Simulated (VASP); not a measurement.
# SiC (Moissanite) in VASP: a series of runs

Runs on SiC (Moissanite). Level: PBEsol. Tasks: single point.

All numbers are computed with VASP 6.6.1; they aren't measurements. Logs are shortened: lines on timing, memory, paths and dates and some standing lists are left out, and cuts for length are marked.

### Step 1. The cell of the first run

The structure is hexagonal, space group P6_3mc (No. 186). The conventional cell has a = 3.076 Å, b = 3.076 Å, c = 5.048 Å, α = 90.00°, β = 90.00°, γ = 120.00°. Si (site symmetry 3m) has 4 C at 1.87 to 1.94 Å within 2.5 Å. Within 2.5 Å of C (site symmetry 3m) lie 4 Si at 1.87 to 1.94 Å.

### Step 2. Single point, PBEsol

The input, INCAR:

```
SYSTEM = SiC
PREC = Accurate ; ENCUT = 520
EDIFF = 1E-6 ; ISMEAR = 0
SIGMA = 0.05 ; LREAL = .FALSE.
LASPH = .TRUE. ; NELM = 80
ALGO = Normal ; ISIF = 2
LWAVE = .FALSE. ; LCHARG = .TRUE.
GGA = PS ; LELF = .TRUE.
LVHAR = .TRUE. ; NBANDS = 16
```

The input, KPOINTS:

```
regular mesh
0
G
  12 12 4
  0 0 0
```

The input, POSCAR:

```
SiC
1.0
    3.0760000000      0.0000000000      0.0000000000
   -1.5380000000      2.6638940000      0.0000000000
    0.0000000000      0.0000000000      5.0480000000
Si C
2 2
Direct
    0.3333333333      0.6666666667      0.0000000000
    0.6666666667      0.3333333333      0.5000000000
    0.3333333333      0.6666666667      0.3850000000
    0.6666666667      0.3333333333      0.8850000000
```

Potentials or basis: VASP PAW PBE potentials, release 64 (Si, C).

On the command line:

```console
> cat potpaw_PBE.64/Si/POTCAR potpaw_PBE.64/C/POTCAR > POTCAR
> mpirun -np 1 vasp_std > vasp.out
```

OUTCAR:

```text
SYSTEM = SiC
   PREC = Accurate
   ENCUT = 520
   EDIFF = 1E-6
   ISMEAR = 0
   LREAL = .FALSE.
   LASPH = .TRUE.
   NELM = 80
   ISIF = 2
   GGA = PS

 ion  position               nearest neighbor table
   1  0.333  0.667  0.000-   4 1.87   4 1.87   4 1.87   3 1.94   2 3.09   2 3.09   2 3.09   2 3.09
                             2 3.09   2 3.09
   2  0.667  0.333  0.500-   3 1.87   3 1.87   3 1.87   4 1.94   1 3.09   1 3.09   1 3.09   1 3.09
                             1 3.09   1 3.09
   3  0.333  0.667  0.385-   2 1.87   2 1.87   2 1.87   1 1.94
   4  0.667  0.333  0.885-   1 1.87   1 1.87   1 1.87   2 1.94

  LATTYP: Found a hexagonal cell.
 ALAT       =     3.0760000000
 C/A-ratio  =     1.6410923277

  Lattice vectors:

 A1 = (   3.0760000000,   0.0000000000,   0.0000000000)
 A2 = (  -1.5380000000,   2.6638940000,   0.0000000000)
 A3 = (   0.0000000000,   0.0000000000,   5.0480000000)

Analysis of symmetry for initial positions (statically):
=====================================================================
 Subroutine PRICEL returns:
 Original cell was already a primitive cell.

 Routine SETGRP: Setting up the symmetry group for a
 hexagonal supercell.

 Subroutine GETGRP returns: Found 12 space group operations
 (whereof  6 operations were pure point group operations)
 out of a pool of 24 trial point group operations.

The static configuration has the point symmetry C_3v.
 The point group associated with its full space group is C_6v.

Analysis of symmetry for dynamics (positions and initial velocities):
=====================================================================
 Subroutine PRICEL returns:
 Original cell was already a primitive cell.

 Routine SETGRP: Setting up the symmetry group for a
 hexagonal supercell.

 Subroutine GETGRP returns: Found 12 space group operations
 (whereof  6 operations were pure point group operations)
 out of a pool of 24 trial point group operations.

The dynamic configuration has the point symmetry C_3v.
 The point group associated with its full space group is C_6v.

 Subroutine INISYM returns: Found 12 space group operations
 (whereof  6 operations are pure point group operations),
 and found     1 'primitive' translations

----------------------------------------------------------------------------------------

                                     Primitive cell

  volume of cell :      41.3640

  direct lattice vectors                    reciprocal lattice vectors
     3.076000000  0.000000000  0.000000000     0.325097529  0.187695156  0.000000000
    -1.538000000  2.663894000  0.000000000     0.000000000  0.375390312  0.000000000
     0.000000000  0.000000000  5.048000000     0.000000000  0.000000000  0.198098257

  length of vectors
     3.076000000  3.075999877  5.048000000     0.375390297  0.375390312  0.198098257

  position of ions in fractional coordinates (direct lattice)
     0.333333333  0.666666667  0.000000000
     0.666666667  0.333333333  0.500000000
     0.333333333  0.666666667  0.385000000
     0.666666667  0.333333333  0.885000000

  ion indices of the primitive-cell ions
   primitive index   ion index
                 1           1
                 2           2
                 3           3
                 4           4

----------------------------------------------------------------------------------------

 KPOINTS: regular mesh

Automatic generation of k-mesh.
 Grid dimensions read from file:
 generate k-points for:   12   12    4

 Generating k-lattice:

  Cartesian coordinates                     Fractional coordinates (reciprocal lattice)
     0.027091461  0.015641263  0.000000000     0.083333333  0.000000000  0.000000000
     0.000000000  0.031282526  0.000000000     0.000000000  0.083333333  0.000000000
     0.000000000  0.000000000  0.049524564     0.000000000  0.000000000  0.250000000

  Length of vectors
     0.031282525  0.031282526  0.049524564

  Shift w.r.t. Gamma in fractional coordinates (k-lattice)
     0.000000000  0.000000000  0.000000000

 Subroutine IBZKPT returns following result:
 ===========================================

 Found     57 irreducible k-points:

 Following reciprocal coordinates:
            Coordinates               Weight
  0.000000  0.000000  0.000000      1.000000
  0.083333 -0.000000  0.000000      6.000000
  0.166667 -0.000000  0.000000      6.000000
  0.250000  0.000000  0.000000      6.000000
  0.333333  0.000000  0.000000      6.000000
  0.416667  0.000000  0.000000      6.000000
[... 16 lines left out ...]
  0.250000  0.000000  0.250000     12.000000
  0.333333  0.000000  0.250000     12.000000
 [... further k-points ...]
   k-points           NKPTS =     57   k-points in BZ     NKDIM =     57   number of bands    NBANDS=     16
   number of dos      NEDOS =    301   number of ions     NIONS =      4
   total plane-waves  NPLWV =  23040
   dimension x,y,z NGX =    24 NGY =   24 NGZ =   40
   dimension x,y,z NGXF=    48 NGYF=   48 NGZF=   80
   ions per type =               2   2
   NGX,Y,Z   is equivalent  to a cutoff of  12.97, 12.97, 13.17 a.u.
   NGXF,Y,Z  is equivalent  to a cutoff of  25.94, 25.94, 26.35 a.u.
 SYSTEM =  SiC
   PREC   = accura    normal or accurate (medium, high low for compatibility)
   ISTART =      0    job   : 0-new  1-cont  2-samecut
   ICHARG =      2    charge: 1-file 2-atom 10-const
   ISPIN  =      1    spin polarized calculation?
   LNONCOLLINEAR =      F non collinear calculations
   LSORBIT =      F    spin-orbit coupling
   LASPH  =      T    aspherical Exc in radial PAW
   ENCUT  =  520.0 eV  38.22 Ry    6.18 a.u.   5.72  5.72  9.39*2*pi/ulx,y,z
   NELM   =     80;   NELMIN=  2; NELMDL= -5     # of ELM steps
   EDIFF  = 0.1E-05   stopping-criterion for ELM
   LREAL  =      F    real-space projection
   EDIFFG = 0.1E-04   stopping-criterion for IOM
   NSW    =      0    number of steps for IOM
   IBRION =     -1    ionic relax: 0-MD 1-quasi-New 2-CG
   NFREE  =      0    steps in history (QN), initial steepest desc. (CG)
   ISIF   =      2    stress and relaxation
   ISYM   =      2    0-nonsym 1-usesym 2-fastsym
   POTIM  = 0.5000    time-step for ionic-motion
   TEBEG  =    0.0;   TEEND  =   0.0 temperature during run
   PSTRESS=    0.0 pullay stress
   NELECT =      16.0000    total number of electrons
   NUPDOWN=      -1.0000    fix difference up-down
   EMIN   =  10.00;   EMAX   =-10.00  energy-range for DOS
   EFERMI =   0.00;   METHOD = LEGACY
   ISMEAR =     0;   SIGMA  =   0.05  broadening in eV -4-tet -1-fermi 0-gaus
   EFERMI_NEDOS =   21; number of points for ismear=-14 and -15
   IALGO  =     38    algorithm
   IMIX   =      4    mixing-type and parameters
     AMIX     =   0.40;   BMIX     =  1.00
     AMIX_MAG =   1.60;   BMIX_MAG =  1.00
  volume/ion in A,a.u.               =      10.34        69.78
  Fermi-wavevector in a.u.,A,eV,Ry     =   1.192817  2.254098 19.358550  1.422813
  Thomas-Fermi vector in A             =   2.328847
   LORBIT       =      0    0 simple, 1 ext, 2 COOP (PROOUT), +10 PAW based schemes
   GGA     = PS    functional components
   LHFCALC =     F    Hartree Fock is set to
   AEXX    =    0.0000 exact exchange contribution
   IVDW    =     0    specifies the selected vdW correction
   LEPSILON=     F    determine dielectric tensor
   LRPA    =     F    only Hartree local field effects (RPA)
 non-spin polarized calculation
 Gauss-broadening in eV      SIGMA  =   0.05
  energy-cutoff  :      520.00
  volume of cell :       41.36
 maximum number of plane-waves:      1132
 NGX is ok and might be reduce to    24
   NGX = 11   NGY = 11   NGZ = 19

 number of electron      16.0000000 magnetization

 Free energy of the ion-electron system (eV)
  ---------------------------------------------------
  ext. energy  EPLUGINS =         0.00000000
  ---------------------------------------------------
  free energy    TOTEN  =       -31.78677761 eV

  energy without entropy =      -31.78677761  energy(sigma->0) =      -31.78677761

 E-fermi :   8.5582     XC(G=0): -11.4977

 val. band max:        8.3546580061   @ k =   0.0000   0.0000   0.0000
 cond. band min:      10.5155690282   @ k =   0.3333   0.3333   0.0000
 fundamental gap:      2.1609110222
 Fermi energy:         8.5581716754

 k-point     1 :       0.0000    0.0000    0.0000
  band No.  band energies     occupation
      1      -7.3868      2.00000
      2      -3.8471      2.00000
      3      -0.4024      2.00000
      4       6.7978      2.00000
      5       6.7978      2.00000
      6       8.0838      2.00000
[... 8 lines left out ...]
     15      16.9989      0.00000
     16      19.5823      0.00000

 k-point     2 :       0.0833   -0.0000    0.0000
  band No.  band energies     occupation
      1      -7.2656      2.00000
      2      -3.7428      2.00000
      3      -0.2891      2.00000
      4       6.1143      2.00000
      5       6.5869      2.00000
      6       7.6319      2.00000
[... 8 lines left out ...]
     15      17.3126      0.00000
     16      18.5626      0.00000

 k-point     3 :       0.1667   -0.0000    0.0000
  band No.  band energies     occupation
      1      -6.9051      2.00000
      2      -3.4381      2.00000
      3       0.0421      2.00000
      4       4.6223      2.00000
      5       6.1098      2.00000
      6       6.5200      2.00000
[... 8 lines left out ...]
     15      17.5745      0.00000
     16      17.9978      0.00000

 k-point     4 :       0.2500    0.0000    0.0000
  band No.  band energies     occupation
      1      -6.3160      2.00000
      2      -2.9678      2.00000
      3       0.5451      2.00000
      4       2.9867      2.00000
      5       5.1363      2.00000
      6       5.5919      2.00000
[... 8 lines left out ...]
     15      18.0691      0.00000
     16      18.8546      0.00000
[... 324 lines left out ...]
 k-point    22 :       0.1667   -0.0000    0.2500
  band No.  band energies     occupation
      1      -6.6038      2.00000
      2      -4.4024      2.00000
      3       1.4521      2.00000
      4       4.8928      2.00000
      5       5.8257      2.00000
      6       6.3079      2.00000
[... 8 lines left out ...]
     15      17.6118      0.00000
     16      18.7637      0.00000

 k-point    23 :       0.2500    0.0000    0.2500
  band No.  band energies     occupation
      1      -6.0195      2.00000
      2      -3.8750      2.00000
      3       1.6811      2.00000
      4       3.4757      2.00000
      5       4.4338      2.00000
      6       5.8056      2.00000
[... 8 lines left out ...]
     15      18.7184      0.00000
     16      19.0946      0.00000

 k-point    24 :       0.3333    0.0000    0.2500
  band No.  band energies     occupation
      1      -5.2376      2.00000
      2      -3.2175      2.00000
      3       1.0185      2.00000
      4       2.8707      2.00000
      5       3.2847      2.00000
      6       5.3868      2.00000
[... 8 lines left out ...]
     15      19.6478      0.00000
     16      19.9255      0.00000

 [... further k-points ...]

------------------------ aborting loop because EDIFF is reached ----------------------------------------

  FORCE on cell =-STRESS in cart. coord.  units (eV):
  Direction    XX          YY          ZZ          XY          YZ          ZX
  --------------------------------------------------------------------------------------
  -------------------------------------------------------------------------------------
  Total        0.5852931      0.5852930     -0.6981129      0.0000000      0.0000000     -0.0000000
  in kB       22.6705135     22.6705111    -27.0404321      0.0000000      0.0000000     -0.0000000
  external PRESSURE =       6.1001975 kB  Pullay stress =       0.0000000 kB

 VOLUME and BASIS-vectors are now :
 -----------------------------------------------------------------------------
  energy-cutoff  :      520.00
  volume of cell :       41.36
      direct lattice vectors                 reciprocal lattice vectors
     3.076000000  0.000000000  0.000000000     0.325097529  0.187695156  0.000000000
    -1.538000000  2.663894000  0.000000000     0.000000000  0.375390312  0.000000000
     0.000000000  0.000000000  5.048000000     0.000000000  0.000000000  0.198098257

 POSITION                                       TOTAL-FORCE (eV/Angst)
 -----------------------------------------------------------------------------------
     -0.00000      1.77593      0.00000        -0.000000      0.000000      0.749872
      1.53800      0.88796      2.52400         0.000000     -0.000000      0.749872
     -0.00000      1.77593      1.94348        -0.000000     -0.000000     -0.749872
      1.53800      0.88796      4.46748         0.000000     -0.000000     -0.749872
 -----------------------------------------------------------------------------------
    total drift:                                0.000000      0.000000     -0.000294

  FREE ENERGIE OF THE ION-ELECTRON SYSTEM (eV)
  ---------------------------------------------------
  free  energy   TOTEN  =       -31.7867776140 eV

  energy  without entropy=      -31.7867776140  energy(sigma->0) =      -31.78677761
```

Wall time 18 s (1 thread of AMD EPYC 9R45 (Zen 5), shared host); peak memory 0.14 GiB.

What came out:

```yaml
Free_energy: -31.7868 eV
Pressure: 0.6 GPa
Largest_force: 0.750 eV/Å
Band_gap_on_the_k_mesh: 2.16 eV, indirect (least direct gap 3.96 eV)
```

Forces in eV/Å, atoms in the order of the input:
```
Si   0.000  0.000  0.750
Si   0.000  0.000  0.750
C    0.000  0.000 -0.750
C    0.000  0.000 -0.750
```

Stress tensor (GPa, compression positive):
```
 2.27  0.00  0.00
 0.00  2.27  0.00
 0.00  0.00 -2.70
```

Levels at points of the mesh, in eV from the valence-band top:
```tsv
k point	band 6	band 7	band 8	band 9	band 10	band 11
(0.00, 0.00, 0.00)	-0.27	-0.27	0.00	4.57	5.97	6.44
(0.50, 0.00, 0.00)	-3.56	-3.31	-1.49	2.47	4.10	6.66
(0.00, 0.00, 0.50)	-0.96	-0.96	-0.96	5.65	5.65	7.10
(0.50, 0.00, 0.50)	-2.70	-2.35	-2.35	3.05	3.05	4.90
```

Caveat: the PAW data sets were made with another functional, which shifts forces and pressure a little. A k mesh can miss the band edges.

### Step 3. Single point, PBEsol

The input, INCAR:

```
SYSTEM = SiC
PREC = Accurate
ENCUT = 520
EDIFF = 1E-6
ISMEAR = 0
SIGMA = 0.05
LREAL = .FALSE.
LASPH = .TRUE.
NELM = 60
ALGO = Normal
ISIF = 2
LWAVE = .FALSE.
LCHARG = .TRUE.
GGA = PS
LELF = .TRUE.
LVHAR = .TRUE.
NBANDS = 16
```

KPOINTS is that of step 2.

The input, POSCAR:

```
SiC
1.0
    3.0760000000     -0.0307600000     -0.0307600000
   -1.5646389400      2.6792740000     -0.0112589400
   -0.0504800000     -0.0504800000      5.0480000000
Si C
2 2
Direct
    0.3333333333      0.6666666667      0.0000000000
    0.6666666667      0.3333333333      0.5000000000
    0.3333333333      0.6666666667      0.3850000000
    0.6666666667      0.3333333333      0.8850000000
```

Potentials or basis: VASP PAW PBE potentials, release 64 (Si, C).

On the command line:

```console
> cat potpaw_PBE.64/Si/POTCAR potpaw_PBE.64/C/POTCAR > POTCAR
> mpirun -np 1 vasp_std > vasp.out
```

Run time: 86 s. Hardware: 1 thread of AMD EPYC 9R45 (Zen 5), shared host; peak memory 0.25 GiB.

It converged, with:

```yaml
Free_energy: -31.7568 eV
Pressure: 0.8 GPa
Largest_force: 0.868 eV/Å
Band_gap_on_the_k_mesh: 2.13 eV, indirect (least direct gap 3.86 eV)
```

Forces in eV/Å, atoms in the order of the input:
```
Si   0.338  0.143  0.766
Si  -0.067  0.126  0.750
C    0.107 -0.126 -0.748
C   -0.378 -0.143 -0.768
```

Stress tensor (GPa, compression positive):
```
 2.44  4.87  3.31
 4.87  2.44  3.30
 3.31  3.30 -2.62
```

Levels at points of the mesh, in eV from the valence-band top:
| k point | band 4 | band 5 | band 6 | band 7 | band 8 | band 9 | band 10 | band 11 | band 12 | band 13 |
| --- | --- | --- | --- | --- | --- | --- | --- | --- | --- | --- |
| (0.00, 0.00, 0.00) | -1.67 | -1.53 | -0.37 | -0.28 | 0.00 | 4.50 | 5.90 | 6.25 | 6.58 | 7.41 |
| (0.50, 0.00, 0.00) | -6.65 | -5.41 | -3.76 | -3.34 | -1.65 | 2.21 | 4.00 | 6.42 | 6.92 | 9.40 |
| (0.00, 0.50, 0.00) | -6.62 | -5.49 | -3.61 | -3.34 | -1.53 | 2.43 | 4.05 | 6.47 | 7.25 | 9.47 |
| (0.50, 0.50, 0.00) | -6.60 | -5.58 | -3.45 | -3.35 | -1.41 | 2.66 | 4.09 | 6.55 | 7.55 | 9.55 |
| (0.00, 0.00, 0.50) | -4.52 | -1.14 | -1.06 | -0.94 | -0.87 | 5.54 | 5.59 | 6.82 | 6.97 | 7.18 |
| (0.50, 0.00, 0.50) | -8.42 | -2.92 | -2.85 | -2.55 | -2.17 | 2.81 | 2.99 | 4.54 | 5.11 | 10.11 |
| (0.00, 0.50, 0.50) | -8.47 | -2.77 | -2.73 | -2.51 | -2.25 | 2.93 | 3.09 | 4.68 | 5.07 | 10.15 |
| (0.50, 0.50, 0.50) | -8.54 | -2.63 | -2.60 | -2.45 | -2.36 | 3.07 | 3.14 | 4.88 | 5.01 | 10.25 |

Caveat: the PAW data sets were made with another functional, which shifts forces and pressure a little. PBEsol gaps usually lie below the measured ones, often by a third to a half.

(Part 1 of 2 ends here.)
